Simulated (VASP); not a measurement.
Crystal: W.

```
CELL_PARAMETERS angstrom
-1.58500 1.58500 1.58500
1.58500 -1.58500 1.58500
1.58500 1.58500 -1.58500
ATOMIC_POSITIONS crystal
W 0.00000 0.00000 0.00000
```

- Program: VASP 6.6.1
- Task: relaxation of cell and atoms
- Functional: PBEsol
- Potentials or basis: VASP PAW PBE potentials, release 64 (W_sv)
- Cutoff: 600 eV
- k mesh: 24 × 24 × 24
- Occupations: gaussian, width 0.1 eV
- Spin: no spin polarisation

At the start: pressure -4.1 GPa; volume 15.93 Å³/atom.

Task: How do energy, volume and symmetry change on relaxing?

Result: Over 3 steps the energy falls by 2.6 meV/atom and the volume is 15.73 Å³/atom (-1.3 %); space group Im-3m (No. 229, to 0.05 Å).

Step by step:
```csv
step,energy change (eV),largest force (eV/Å),pressure (GPa),volume (Å³)
1,0.0000,0.0000,-4.06,15.93
2,0.0324,0.0000,16.49,15.01
3,-0.0026,0.0000,-0.02,15.73
```

Final structure:
```xyz
1
Lattice="-1.5784 1.5784 1.5784 1.5784 -1.5784 1.5784 1.5784 1.5784 -1.5784" Properties=species:S:1:pos:R:3 pbc="T T T"
W     0.0000    0.0000    0.0000
```

Caveat: the PAW data sets were made with another functional, which shifts forces and pressure a little.
